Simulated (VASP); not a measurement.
# CaY (C2/m) in VASP: density of states with LDA

Aim: the density of states of CaY with LDA.

All numbers are computed with VASP 6.6.1; they aren't measurements. Logs are shortened: lines on timing, memory, paths and dates and some standing lists are left out, and cuts for length are marked.

### 1 The cell of the first run

The structure is monoclinic, space group C2/m (No. 12). Conventional cell: a = 3.953 Å, b = 5.866 Å, c = 6.176 Å, α = 90.00°, β = 90.28°, γ = 90.00°. Within 4.6 Å of Ca (site symmetry 2/m) lie 6 Ca at 3.54 to 3.95 Å and 8 Y at 3.66 to 4.26 Å. Y (site symmetry 2/m) has 6 Y at 3.54 to 3.95 Å and 8 Ca at 3.66 to 4.26 Å within 4.6 Å.

### 2 Density of states, LDA, collinear spin, ferromagnetic start

The input, POSCAR:

```
CaY
1.0
    1.9766574348     -2.9332380000      0.0000000000
    1.9766574348      2.9332380000      0.0000000000
   -0.0302115573      0.0000000000      6.1761332710
Ca Y
1 1
Direct
    0.0000000000      0.0000000000      0.0000000000
    0.5000000000      0.5000000000      0.5000000000
```

The input, INCAR.step1:

```
ALGO = Normal
EDIFF = 1E-6
ENCUT = 520
ISIF = 2
ISMEAR = -1
ISPIN = 2
LASPH = True
LCHARG = True
LMAXMIX = 4
LREAL = False
LWAVE = False
MAGMOM = 0 0.6
NBANDS = 22
NELM = 150
PREC = Accurate
SIGMA = 0.1
```

The input, KPOINTS.step1:

```
k-points
0
Gamma
  9 9 5
```

The input, INCAR.step2:

```
ALGO = Normal
EDIFF = 1E-6
ENCUT = 520
ICHARG = 11
ISIF = 2
ISMEAR = -5
ISPIN = 2
LASPH = True
LCHARG = False
LMAXMIX = 4
LORBIT = 10
LREAL = False
LWAVE = False
MAGMOM = 0 0.6
NEDOS = 2001
NELM = 150
PREC = Accurate
SIGMA = 0.1
```

The input, KPOINTS.step2:

```
k-points
0
Gamma
  14 14 8
```

Potentials or basis: VASP PAW LDA potentials, release 64 (Ca_sv, Y_sv).

Run with:

```console
cat potpaw_LDA.64/Ca_sv/POTCAR potpaw_LDA.64/Y_sv/POTCAR > POTCAR
cp INCAR.step1 INCAR
cp KPOINTS.step1 KPOINTS
mpirun -np 1 vasp_std > vasp.out
cp INCAR.step2 INCAR
cp KPOINTS.step2 KPOINTS
mpirun -np 1 vasp_std > vasp.out
```

OUTCAR:

```text
EDIFF = 1E-6
   ENCUT = 520
   ICHARG = 11
   ISIF = 2
   ISMEAR = -5
   ISPIN = 2
   LASPH = True
   LORBIT = 10
   LREAL = False
   NELM = 150
   PREC = Accurate

 ion  position               nearest neighbor table
   1  0.000  0.000  0.000-   2 3.66   2 3.66   2 3.67   2 3.67
   2  0.500  0.500  0.500-   1 3.66   1 3.66   1 3.67   1 3.67

  LATTYP: Found a base centered monoclinic cell.
 ALAT       =     3.9533148696
 B/A-ratio  =     1.4839384652
 C/A-ratio  =     1.5622856683
 COS(beta)  =    -0.0048916036

  Lattice vectors:

 A1 = (   1.9766574348,  -2.9332380000,   0.0000000000)
 A2 = (   1.9766574348,   2.9332380000,   0.0000000000)
 A3 = (  -0.0302115573,   0.0000000000,   6.1761332710)

Analysis of symmetry for initial positions (statically):
=====================================================================
 Subroutine PRICEL returns:
 Original cell was already a primitive cell.

 Routine SETGRP: Setting up the symmetry group for a
 base centered monoclinic supercell.

 Subroutine GETGRP returns: Found  4 space group operations
 (whereof  4 operations were pure point group operations)
 out of a pool of  4 trial point group operations.

The static configuration has the point symmetry C_2h.

Analysis of symmetry for dynamics (positions and initial velocities):
=====================================================================
 Subroutine PRICEL returns:
 Original cell was already a primitive cell.

 Routine SETGRP: Setting up the symmetry group for a
 base centered monoclinic supercell.

 Subroutine GETGRP returns: Found  4 space group operations
 (whereof  4 operations were pure point group operations)
 out of a pool of  4 trial point group operations.

The dynamic configuration has the point symmetry C_2h.

Analysis of structural, dynamic, and magnetic symmetry:
=====================================================================
 Subroutine PRICEL returns:
 Original cell was already a primitive cell.

 Routine SETGRP: Setting up the symmetry group for a
 base centered monoclinic supercell.

 Subroutine GETGRP returns: Found  4 space group operations
 (whereof  4 operations were pure point group operations)
 out of a pool of  4 trial point group operations.

The overall configuration has the point symmetry C_2h.

 Subroutine INISYM returns: Found  4 space group operations
 (whereof  4 operations are pure point group operations),
 and found     1 'primitive' translations

----------------------------------------------------------------------------------------

                                     Primitive cell

  volume of cell :      71.6185

  direct lattice vectors                    reciprocal lattice vectors
     1.976657435 -2.933238000  0.000000000     0.252952278 -0.170460085  0.001237357
     1.976657435  2.933238000  0.000000000     0.252952278  0.170460085  0.001237357
    -0.030211557  0.000000000  6.176133271     0.000000000  0.000000000  0.161913605

  length of vectors
     3.537097649  3.537097649  6.176207163     0.305029550  0.305029550  0.161913605

  position of ions in fractional coordinates (direct lattice)
     0.000000000  0.000000000  0.000000000
     0.500000000  0.500000000  0.500000000

  ion indices of the primitive-cell ions
   primitive index   ion index
                 1           1
                 2           2

----------------------------------------------------------------------------------------

 KPOINTS: k-points

Automatic generation of k-mesh.
 Grid dimensions read from file:
 generate k-points for:   14   14    8

 Generating k-lattice:

  Cartesian coordinates                     Fractional coordinates (reciprocal lattice)
     0.018068020 -0.012175720  0.000088383     0.071428571 -0.000000000  0.000000000
     0.018068020  0.012175720  0.000088383    -0.000000000  0.071428571  0.000000000
     0.000000000  0.000000000  0.020239201     0.000000000  0.000000000  0.125000000

  Length of vectors
     0.021787825  0.021787825  0.020239201

  Shift w.r.t. Gamma in fractional coordinates (k-lattice)
     0.000000000  0.000000000  0.000000000

[... 37 lines left out ...]
   dimension x,y,z NGX =    28 NGY =   28 NGZ =   48
   dimension x,y,z NGXF=    56 NGYF=   56 NGZF=   96
   ions per type =               1   1
   NGX,Y,Z   is equivalent  to a cutoff of  13.16, 13.16, 12.92 a.u.
   NGXF,Y,Z  is equivalent  to a cutoff of  26.32, 26.32, 25.84 a.u.
 SYSTEM =  unknown system
   PREC   = accura    normal or accurate (medium, high low for compatibility)
   ISTART =      0    job   : 0-new  1-cont  2-samecut
   ICHARG =     11    charge: 1-file 2-atom 10-const
   ISPIN  =      2    spin polarized calculation?
   LNONCOLLINEAR =      F non collinear calculations
   LSORBIT =      F    spin-orbit coupling
   LASPH  =      T    aspherical Exc in radial PAW
   ENCUT  =  520.0 eV  38.22 Ry    6.18 a.u.   6.58  6.58 11.48*2*pi/ulx,y,z
   NELM   =    150;   NELMIN=  2; NELMDL=  0     # of ELM steps
   EDIFF  = 0.1E-05   stopping-criterion for ELM
   LREAL  =      F    real-space projection
   EDIFFG = 0.1E-04   stopping-criterion for IOM
   NSW    =      0    number of steps for IOM
   IBRION =     -1    ionic relax: 0-MD 1-quasi-New 2-CG
   NFREE  =      0    steps in history (QN), initial steepest desc. (CG)
   ISIF   =      2    stress and relaxation
   ISYM   =      2    0-nonsym 1-usesym 2-fastsym
   POTIM  = 0.5000    time-step for ionic-motion
   TEBEG  =    0.0;   TEEND  =   0.0 temperature during run
   PSTRESS=    0.0 pullay stress
   NELECT =      21.0000    total number of electrons
   NUPDOWN=      -1.0000    fix difference up-down
   EMIN   =  10.00;   EMAX   =-10.00  energy-range for DOS
   EFERMI =   0.00;   METHOD = LEGACY
   ISMEAR =    -5;   SIGMA  =   0.10  broadening in eV -4-tet -1-fermi 0-gaus
   EFERMI_NEDOS =   21; number of points for ismear=-14 and -15
   IALGO  =     38    algorithm
   IMIX   =      4    mixing-type and parameters
     AMIX     =   0.40;   BMIX     =  1.00
     AMIX_MAG =   1.60;   BMIX_MAG =  1.00
  volume/ion in A,a.u.               =      35.81       241.65
  Fermi-wavevector in a.u.,A,eV,Ry     =   1.087609  2.055283 16.094242  1.182893
  Thomas-Fermi vector in A             =   2.223772
   LORBIT       =     10    0 simple, 1 ext, 2 COOP (PROOUT), +10 PAW based schemes
   GGA     = CA    functional components
   LHFCALC =     F    Hartree Fock is set to
   AEXX    =    0.0000 exact exchange contribution
   IVDW    =     0    specifies the selected vdW correction
   LEPSILON=     F    determine dielectric tensor
   LRPA    =     F    only Hartree local field effects (RPA)
 spin polarized calculation
 Fermi weights with tetrahedron method with Bloechl corrections
  energy-cutoff  :      520.00
  volume of cell :       71.62
 maximum number of plane-waves:      1963

 number of electron      21.0000001 magnetization       0.0004941

 Free energy of the ion-electron system (eV)
  ---------------------------------------------------
  ext. energy  EPLUGINS =         0.00000000
  ---------------------------------------------------
  free energy    TOTEN  =        -8.82429036 eV

  energy without entropy =       -8.82429036  energy(sigma->0) =       -8.82429036

 E-fermi :   2.5162     XC(G=0):  -8.9127

 val. band max:        2.5674899510   @ k =   0.4286   0.3571   0.5000
 cond. band min:       2.5190944528   @ k =   0.3571   0.2857   0.2500
 fundamental gap:     -0.0483954982
 Fermi energy:         2.5162061005

 spin component 1

 k-point     1 :       0.0000    0.0000    0.0000
  band No.  band energies     occupation
      1     -40.4042      1.00000
      2     -38.5493      1.00000
      3     -20.5533      1.00000
      4     -20.3113      1.00000
      5     -20.2652      1.00000
      6     -19.7966      1.00000
      7     -19.7789      1.00000
      8     -19.7364      1.00000
      9      -1.9804      1.00000
     10       0.8154      1.00000
     11       2.5642     -0.01264
     12       3.2374      0.00000
     13       4.1774      0.00000
     14       4.7613      0.00000
[... 379 lines left out ...]
      3     -20.5336      1.00000
      4     -20.4888      1.00000
      5     -20.3799      1.00000
      6     -19.9176      1.00000
      7     -19.8126      1.00000
      8     -19.7991      1.00000
      9       0.1046      1.00000
     10       2.2790      1.00000
     11       2.3130      1.07078
     12       2.7053      0.00000
     13       3.7259      0.00000
     14       4.0892      0.00000

 [... further k-points ...]

 spin component 2

 k-point     1 :       0.0000    0.0000    0.0000
  band No.  band energies     occupation
      1     -40.4041      1.00000
      2     -38.5493      1.00000
      3     -20.5532      1.00000
      4     -20.3112      1.00000
      5     -20.2651      1.00000
      6     -19.7966      1.00000
      7     -19.7789      1.00000
      8     -19.7364      1.00000
      9      -1.9802      1.00000
     10       0.8156      1.00000
     11       2.5643     -0.01234
     12       3.2376      0.00000
     13       4.1775      0.00000
     14       4.7562      0.00000
[... 379 lines left out ...]
      3     -20.5335      1.00000
      4     -20.4887      1.00000
      5     -20.3798      1.00000
      6     -19.9176      1.00000
      7     -19.8126      1.00000
      8     -19.7991      1.00000
      9       0.1048      1.00000
     10       2.2792      1.00000
     11       2.3131      1.07096
     12       2.7055      0.00000
     13       3.7260      0.00000
     14       4.0893      0.00000

 [... further k-points ...]
[... 5 lines left out ...]
  --------------------------------------------------------------------------------------
  -------------------------------------------------------------------------------------
  Total       -1.3566589     -1.1698577     -1.4379132      0.0000000      0.0000000      0.0417576
  in kB      -30.3498025    -26.1708754    -32.1675423      0.0000000      0.0000000      0.9341597
  external PRESSURE =     -29.5627401 kB  Pullay stress =       0.0000000 kB

 VOLUME and BASIS-vectors are now :
 -----------------------------------------------------------------------------
  energy-cutoff  :      520.00
  volume of cell :       71.62
      direct lattice vectors                 reciprocal lattice vectors
     1.976657435 -2.933238000  0.000000000     0.252952278 -0.170460085  0.001237357
     1.976657435  2.933238000  0.000000000     0.252952278  0.170460085  0.001237357
    -0.030211557  0.000000000  6.176133271     0.000000000  0.000000000  0.161913605

 POSITION                                       TOTAL-FORCE (eV/Angst)
 -----------------------------------------------------------------------------------
      0.00000      0.00000      0.00000        -0.000000     -0.000000      0.000000
      1.96155      0.00000      3.08807         0.000000      0.000000      0.000000
 -----------------------------------------------------------------------------------
    total drift:                                0.000000      0.000000      0.000000

  FREE ENERGIE OF THE ION-ELECTRON SYSTEM (eV)
  ---------------------------------------------------
  free  energy   TOTEN  =        -8.8242903638 eV

  energy  without entropy=       -8.8242903638  energy(sigma->0) =       -8.82429036

 total charge

# of ion       s       p       d       f       tot
--------------------------------------------------
    1        2.091   5.825   0.219   0.000   8.135
    2        2.287   6.168   0.877   0.004   9.336
--------------------------------------------------
tot          4.378  11.993   1.096   0.004  17.471

 magnetization (x)

# of ion       s       p       d       f       tot
--------------------------------------------------
    1       -0.000   0.000   0.000   0.000   0.000
    2        0.000   0.000   0.000   0.000   0.000
--------------------------------------------------
tot          0.000   0.000   0.000   0.000   0.000
```

Wall time 12 min (1 thread of Intel Xeon 6975P-C, shared host); peak memory 0.83 GiB.

Results:

| Item | Value |
| --- | --- |
| Net moment | 0.00 μB per cell |
| Valence electrons inside the program's atomic spheres | Ca 8.13; Y 9.34 |

Caveat: tetrahedron occupations give inexact forces and stress in metals.
